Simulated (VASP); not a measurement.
Write the native input for VASP 6.6.1 that does the following.

```
Task                   : single point
Functional             : r2SCAN
Potentials or basis    : VASP PAW PBE potentials, release 64 (Rh_pv)
Cutoff                 : 520 eV
k mesh                 : 24 × 24 × 12
Occupations            : gaussian, width 0.1 eV
Spin                   : no spin polarisation
Dipole correction      : no
Further INCAR settings : ALGO = Normal; EDIFF = 1e-06; NBANDS = 22
```

Rh:

```
Rh
1.0
     2.76556    0.00000    0.00000
    -1.38278    2.39505    0.00000
     0.00000    0.00000    4.08770
Rh
2
Direct
  0.66667 0.33333 0.75000
  0.33333 0.66667 0.25000
```

This cell differs from its parent crystal: uniaxial strain along c: -6.0 %, then relaxed in part.

The input as run:

POSCAR

```
Rh
1.0
    2.7655647907      0.0000000000      0.0000000000
   -1.3827823953      2.3950493645      0.0000000000
    0.0000000000      0.0000000000      4.0877001878
Rh
2
Direct
    0.6666666675      0.3333333325      0.7500000000
    0.3333333325      0.6666666675      0.2500000000
```

INCAR.step1

```
ALGO = Normal
EDIFF = 1E-4
ENCUT = 520
GGA = PE
ISMEAR = 0
LASPH = T
LCHARG = F
LREAL = F
LWAVE = T
NBANDS = 22
NELM = 80
PREC = Accurate
SIGMA = 0.1
```

INCAR.step2

```
ALGO = Normal
EDIFF = 1E-6
ENCUT = 520
ISIF = 2
ISMEAR = 0
ISTART = 1
LASPH = T
LCHARG = F
LMIXTAU = T
LREAL = F
LWAVE = F
METAGGA = R2SCAN
NBANDS = 22
NELM = 80
PREC = Accurate
SIGMA = 0.1
```

KPOINTS

```
k-points
0
Gamma
  24 24 12
```

Potentials or basis: VASP PAW PBE potentials, release 64 (Rh_pv).

Run with:

```bash
$ cat potpaw_PBE.64/Rh_pv/POTCAR > POTCAR
$ cp INCAR.step1 INCAR
$ mpirun -np 1 vasp_std > vasp.out
$ cp INCAR.step2 INCAR
$ mpirun -np 1 vasp_std > vasp.out
```

It gave:

```
Pressure               : 9.1 GPa
Band gap on the k mesh : zero (bands 15 and 16 overlap by 2.14 eV)
```

Caveat: the cell differs from its parent crystal (uniaxial strain along c: -6.0 %, then relaxed in part); the stress differs along the axes, from 1 to 25 GPa; the PAW data sets were made with another functional, which shifts forces and pressure a little.

Run time: 13 min on 1 thread of Intel Xeon 8259CL, on a shared host, peak memory 0.31 GiB.
